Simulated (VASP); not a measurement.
# W (P6_3/mmc) in VASP: single point with PBEsol

Aim: the single point of W with PBEsol.

Program: VASP 6.6.1. These are calculated values, not measurements. Logs are shortened: lines on timing, memory, paths and dates and some standing lists are left out, and cuts for length are marked.

## Step 1: The cell of the first run

The structure is hexagonal, space group P6_3/mmc (No. 194). The conventional cell has a = 2.940 Å, b = 2.940 Å, c = 9.639 Å, α = 90.00°, β = 90.00°, γ = 120.00°. W (site symmetry -3m) has 12 W at 2.94 to 2.95 Å within 3.9 Å. W (site symmetry -6m2) has 12 W at 2.94 to 2.95 Å within 3.9 Å.

This isn't the form of W at room conditions, which is bcc.

## Step 2: Single point, PBEsol (Re replaced by W, lengths x 1.044, strained)

INCAR reads:

```
PREC = Accurate
ENCUT = 520
EDIFF = 1E-7
ISMEAR = 0
SIGMA = 0.1
LREAL = False
LASPH = True
NELM = 80
ALGO = Fast
ISIF = 2
LWAVE = False
LCHARG = True
GGA = PS
LELF = True
LVHAR = True
NBANDS = 36
```

KPOINTS reads:

```
regular mesh
0
Gamma
  18 18 6
```

POSCAR reads:

```
W
1.0
    2.9397068771      0.0000000000      0.0000000000
   -1.4698534385      2.5458608352      0.0000000000
    0.0000000000      0.0000000000      9.6388242213
W
4
Direct
    0.0000000000      0.0000000000      0.0000000000
    0.3333333300      0.6666666700      0.2500000000
    0.0000000000      0.0000000000      0.5000000000
    0.6666666700      0.3333333300      0.7500000000
```

Potentials or basis: VASP PAW PBE potentials, release 64 (W_sv).

Launch:

```console
> cat potpaw_PBE.64/W_sv/POTCAR > POTCAR
> mpirun -np 1 vasp_std > vasp.out
```

OUTCAR:

```text
PREC = Accurate
   ENCUT = 520
   EDIFF = 1E-7
   ISMEAR = 0
   LREAL = False
   LASPH = True
   NELM = 80
   ISIF = 2
   GGA = PS

 ion  position               nearest neighbor table
   1  0.000  0.000  0.000-   2 2.95   4 2.95   2 2.95   4 2.95   4 2.95   2 2.95
   2  0.333  0.667  0.250-   1 2.95   3 2.95   1 2.95   3 2.95   1 2.95   3 2.95
   3  0.000  0.000  0.500-   2 2.95   4 2.95   2 2.95   4 2.95   4 2.95   2 2.95
   4  0.667  0.333  0.750-   1 2.95   3 2.95   1 2.95   3 2.95   1 2.95   3 2.95

  LATTYP: Found a hexagonal cell.
 ALAT       =     2.9397068771
 C/A-ratio  =     3.2788385456

  Lattice vectors:

 A1 = (   2.9397068771,   0.0000000000,   0.0000000000)
 A2 = (  -1.4698534385,   2.5458608352,   0.0000000000)
 A3 = (   0.0000000000,   0.0000000000,   9.6388242213)

Analysis of symmetry for initial positions (statically):
=====================================================================
 Subroutine PRICEL returns:
 Original cell was already a primitive cell.

 Routine SETGRP: Setting up the symmetry group for a
 hexagonal supercell.

 Subroutine GETGRP returns: Found 24 space group operations
 (whereof 12 operations were pure point group operations)
 out of a pool of 24 trial point group operations.

The static configuration has the point symmetry D_3d.
 The point group associated with its full space group is D_6h.

Analysis of symmetry for dynamics (positions and initial velocities):
=====================================================================
 Subroutine PRICEL returns:
 Original cell was already a primitive cell.

 Routine SETGRP: Setting up the symmetry group for a
 hexagonal supercell.

 Subroutine GETGRP returns: Found 24 space group operations
 (whereof 12 operations were pure point group operations)
 out of a pool of 24 trial point group operations.

The dynamic configuration has the point symmetry D_3d.
 The point group associated with its full space group is D_6h.

 Subroutine INISYM returns: Found 24 space group operations
 (whereof 12 operations are pure point group operations),
 and found     1 'primitive' translations

----------------------------------------------------------------------------------------

                                     Primitive cell

  volume of cell :      72.1378

  direct lattice vectors                    reciprocal lattice vectors
     2.939706877  0.000000000  0.000000000     0.340169970  0.196397224  0.000000000
    -1.469853438  2.545860835  0.000000000     0.000000000  0.392794447  0.000000000
     0.000000000  0.000000000  9.638824221     0.000000000  0.000000000  0.103747094

  length of vectors
     2.939706877  2.939706877  9.638824221     0.392794447  0.392794447  0.103747094

  position of ions in fractional coordinates (direct lattice)
     0.000000000  0.000000000  0.000000000
     0.333333330  0.666666670  0.250000000
     0.000000000  0.000000000  0.500000000
     0.666666670  0.333333330  0.750000000

  ion indices of the primitive-cell ions
   primitive index   ion index
                 1           1
                 2           2
                 3           3
                 4           4

----------------------------------------------------------------------------------------

 KPOINTS: regular mesh

Automatic generation of k-mesh.
 Grid dimensions read from file:
 generate k-points for:   18   18    6

 Generating k-lattice:

  Cartesian coordinates                     Fractional coordinates (reciprocal lattice)
     0.018898332  0.010910957  0.000000000     0.055555556  0.000000000  0.000000000
     0.000000000  0.021821914  0.000000000     0.000000000  0.055555556  0.000000000
     0.000000000  0.000000000  0.017291182     0.000000000  0.000000000  0.166666667

  Length of vectors
     0.021821914  0.021821914  0.017291182

  Shift w.r.t. Gamma in fractional coordinates (k-lattice)
     0.000000000  0.000000000  0.000000000

 Subroutine IBZKPT returns following result:
 ===========================================

 Found    148 irreducible k-points:

 Following reciprocal coordinates:
            Coordinates               Weight
  0.000000  0.000000  0.000000      1.000000
  0.055556  0.000000  0.000000      6.000000
  0.111111  0.000000  0.000000      6.000000
  0.166667 -0.000000  0.000000      6.000000
  0.222222  0.000000  0.000000      6.000000
  0.277778 -0.000000  0.000000      6.000000
[... 16 lines left out ...]
  0.333333  0.111111  0.000000     12.000000
  0.388889  0.111111  0.000000     12.000000
 [... further k-points ...]
   k-points           NKPTS =    148   k-points in BZ     NKDIM =    148   number of bands    NBANDS=     36
   number of dos      NEDOS =    301   number of ions     NIONS =      4
   total plane-waves  NPLWV =  41472
   dimension x,y,z NGX =    24 NGY =   24 NGZ =   72
   dimension x,y,z NGXF=    48 NGYF=   48 NGZF=  144
   ions per type =               4
   NGX,Y,Z   is equivalent  to a cutoff of  13.57, 13.57, 12.42 a.u.
   NGXF,Y,Z  is equivalent  to a cutoff of  27.14, 27.14, 24.84 a.u.
 SYSTEM =  unknown system
   PREC   = accura    normal or accurate (medium, high low for compatibility)
   ISTART =      0    job   : 0-new  1-cont  2-samecut
   ICHARG =      2    charge: 1-file 2-atom 10-const
   ISPIN  =      1    spin polarized calculation?
   LNONCOLLINEAR =      F non collinear calculations
   LSORBIT =      F    spin-orbit coupling
   LASPH  =      T    aspherical Exc in radial PAW
   ENCUT  =  520.0 eV  38.22 Ry    6.18 a.u.   5.47  5.47 17.92*2*pi/ulx,y,z
   NELM   =     80;   NELMIN=  2; NELMDL= -5     # of ELM steps
   EDIFF  = 0.1E-06   stopping-criterion for ELM
   LREAL  =      F    real-space projection
   EDIFFG = 0.1E-05   stopping-criterion for IOM
   NSW    =      0    number of steps for IOM
   IBRION =     -1    ionic relax: 0-MD 1-quasi-New 2-CG
   NFREE  =      0    steps in history (QN), initial steepest desc. (CG)
   ISIF   =      2    stress and relaxation
   ISYM   =      2    0-nonsym 1-usesym 2-fastsym
   POTIM  = 0.5000    time-step for ionic-motion
   TEBEG  =    0.0;   TEEND  =   0.0 temperature during run
   PSTRESS=    0.0 pullay stress
   NELECT =      56.0000    total number of electrons
   NUPDOWN=      -1.0000    fix difference up-down
   EMIN   =  10.00;   EMAX   =-10.00  energy-range for DOS
   EFERMI =   0.00;   METHOD = LEGACY
   ISMEAR =     0;   SIGMA  =   0.10  broadening in eV -4-tet -1-fermi 0-gaus
   EFERMI_NEDOS =   21; number of points for ismear=-14 and -15
   IALGO  =     68    algorithm
   IMIX   =      4    mixing-type and parameters
     AMIX     =   0.40;   BMIX     =  1.00
     AMIX_MAG =   1.60;   BMIX_MAG =  1.00
  volume/ion in A,a.u.               =      18.03       121.70
  Fermi-wavevector in a.u.,A,eV,Ry     =   1.504585  2.843252 30.800523  2.263775
  Thomas-Fermi vector in A             =   2.615545
   LORBIT       =      0    0 simple, 1 ext, 2 COOP (PROOUT), +10 PAW based schemes
   GGA     = PS    functional components
   LHFCALC =     F    Hartree Fock is set to
   AEXX    =    0.0000 exact exchange contribution
   IVDW    =     0    specifies the selected vdW correction
   LEPSILON=     F    determine dielectric tensor
   LRPA    =     F    only Hartree local field effects (RPA)
 non-spin polarized calculation
 RMM-DIIS sequential band-by-band and
 Gauss-broadening in eV      SIGMA  =   0.10
  energy-cutoff  :      520.00
  volume of cell :       72.14
 maximum number of plane-waves:      1992
 NGX is ok and might be reduce to    24
   NGX = 11   NGY = 11   NGZ = 35

 number of electron      56.0000002 magnetization

 Free energy of the ion-electron system (eV)
  ---------------------------------------------------
  ext. energy  EPLUGINS =         0.00000000
  ---------------------------------------------------
  free energy    TOTEN  =       -52.29657961 eV

  energy without entropy =      -52.26348940  energy(sigma->0) =      -52.28003450

 E-fermi :   9.1027     XC(G=0): -13.0348

 val. band max:        9.1020637445   @ k =   0.3889   0.0556   0.5000
 cond. band min:       9.1031092607   @ k =   0.0556   0.0000   0.0000
 fundamental gap:      0.0010455162
 Fermi energy:         9.1026750114

 k-point     1 :       0.0000    0.0000    0.0000
  band No.  band energies     occupation
      1     -64.7256      2.00000
      2     -64.6965      2.00000
      3     -64.6863      2.00000
      4     -64.6570      2.00000
      5     -29.2714      2.00000
      6     -28.8718      2.00000
[... 28 lines left out ...]
     35      11.4688      0.00000
     36      11.4700      0.00000

 k-point     2 :       0.0556    0.0000    0.0000
  band No.  band energies     occupation
      1     -64.7237      2.00000
      2     -64.6950      2.00000
      3     -64.6849      2.00000
      4     -64.6561      2.00000
      5     -29.2633      2.00000
      6     -28.8739      2.00000
[... 28 lines left out ...]
     35      11.5376      0.00000
     36      11.6029      0.00000

 k-point     3 :       0.1111    0.0000    0.0000
  band No.  band energies     occupation
      1     -64.7183      2.00000
      2     -64.6910      2.00000
      3     -64.6809      2.00000
      4     -64.6534      2.00000
      5     -29.2396      2.00000
      6     -28.8832      2.00000
[... 28 lines left out ...]
     35      11.6394      0.00000
     36      11.8692      0.00000
[... 742 lines left out ...]
 k-point    23 :       0.3333    0.1111    0.0000
  band No.  band energies     occupation
      1     -64.6638      2.00000
      2     -64.6535      2.00000
      3     -64.6434      2.00000
      4     -64.6331      2.00000
      5     -29.1981      2.00000
      6     -29.1747      2.00000
[... 28 lines left out ...]
     35      13.4927      0.00000
     36      13.5465      0.00000

 k-point    24 :       0.3889    0.1111    0.0000
  band No.  band energies     occupation
      1     -64.6569      2.00000
      2     -64.6497      2.00000
      3     -64.6396      2.00000
      4     -64.6323      2.00000
      5     -29.2434      2.00000
      6     -29.2149      2.00000
[... 28 lines left out ...]
     35      13.5550      0.00000
     36      13.8451      0.00000

 [... further k-points ...]

------------------------ aborting loop because EDIFF is reached ----------------------------------------

  FORCE on cell =-STRESS in cart. coord.  units (eV):
  Direction    XX          YY          ZZ          XY          YZ          ZX
  --------------------------------------------------------------------------------------
  -------------------------------------------------------------------------------------
  Total      -14.4515362    -14.4515362     -9.4720249     -0.0000000      0.0000000     -0.0000000
  in kB     -320.9680833   -320.9680833   -210.3733214     -0.0000000      0.0000000     -0.0000000
  external PRESSURE =    -284.1031627 kB  Pullay stress =       0.0000000 kB

 VOLUME and BASIS-vectors are now :
 -----------------------------------------------------------------------------
  energy-cutoff  :      520.00
  volume of cell :       72.14
      direct lattice vectors                 reciprocal lattice vectors
     2.939706877  0.000000000  0.000000000     0.340169970  0.196397224  0.000000000
    -1.469853438  2.545860835  0.000000000     0.000000000  0.392794447  0.000000000
     0.000000000  0.000000000  9.638824221     0.000000000  0.000000000  0.103747094

 POSITION                                       TOTAL-FORCE (eV/Angst)
 -----------------------------------------------------------------------------------
      0.00000      0.00000      0.00000        -0.000000     -0.000000      0.000000
     -0.00000      1.69724      2.40971         0.000000      0.000000      0.000000
      0.00000      0.00000      4.81941        -0.000000     -0.000000      0.000000
      1.46985      0.84862      7.22912        -0.000000     -0.000000     -0.000000
 -----------------------------------------------------------------------------------
    total drift:                               -0.000000      0.000000      0.000000

  FREE ENERGIE OF THE ION-ELECTRON SYSTEM (eV)
  ---------------------------------------------------
  free  energy   TOTEN  =       -52.2965796061 eV

  energy  without entropy=      -52.2634894008  energy(sigma->0) =      -52.28003450
```

It took 4.2 min on 1 thread of Intel Xeon Platinum 8488C (Sapphire Rapids), shared host; peak memory 0.39 GiB.

Results:

- Free energy: -52.2966 eV
- Pressure: -28.4 GPa
- Band gap on the k mesh: zero (bands 28 and 29 overlap by 1.35 eV)

Caveat: the cell differs from its parent crystal (Re replaced by W, lengths x 1.044, strained); the stress differs along the axes, from -32 to -21 GPa; the PAW data sets were made with another functional, which shifts forces and pressure a little; spin-orbit coupling is left out, which moves the levels of the heavy elements.
